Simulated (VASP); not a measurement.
Here is a VASP 6.6.1 calculation.

File INCAR:

```
PREC     = Accurate       # precision mode
ENCUT    = 520            # plane-wave cutoff, eV
EDIFF    = 1E-6           # SCF threshold, eV
ISMEAR   = -1             # smearing method
SIGMA    = 0.06122561905347299 # smearing width, eV
LREAL    = F              # projectors in reciprocal space
LASPH    = T              # aspherical terms in the spheres
NELM     = 100            # most SCF steps
ALGO     = Normal         # electronic algorithm
ISIF     = 2              # what is computed and relaxed
LWAVE    = F              # write WAVECAR
LCHARG   = F              # write CHGCAR
GGA      = PE             # functional
NBANDS   = 24             # bands
```

Contents of KPOINTS:

```
regular mesh
0
Gamma
  13 13 13
```

The input POSCAR:

```
InO3
1.0
    4.2951557864      0.0000000000      0.0000000000
    0.0000000000      4.2951557864      0.0000000000
    0.0000000000      0.0000000000      4.2951557864
In O
1 3
Direct
    0.0000000000      0.0000000000      0.0000000000
    0.5000000000      0.0000000000      0.0000000000
    0.0000000000      0.5000000000      0.0000000000
    0.0000000000      0.0000000000      0.5000000000
```

Potentials or basis: VASP PAW PBE potentials, release 64 (In_d, O).

Run with:

```bash
$ cat potpaw_PBE.64/In_d/POTCAR potpaw_PBE.64/O/POTCAR > POTCAR
$ mpirun -np 1 vasp_std > vasp.out
```

**Question.** Estimate the pressure.

**Answer.** -3.2 GPa.

Caveat: an odd number of electrons without spin polarisation forces a metal; a magnetic or distorted state may lie lower.
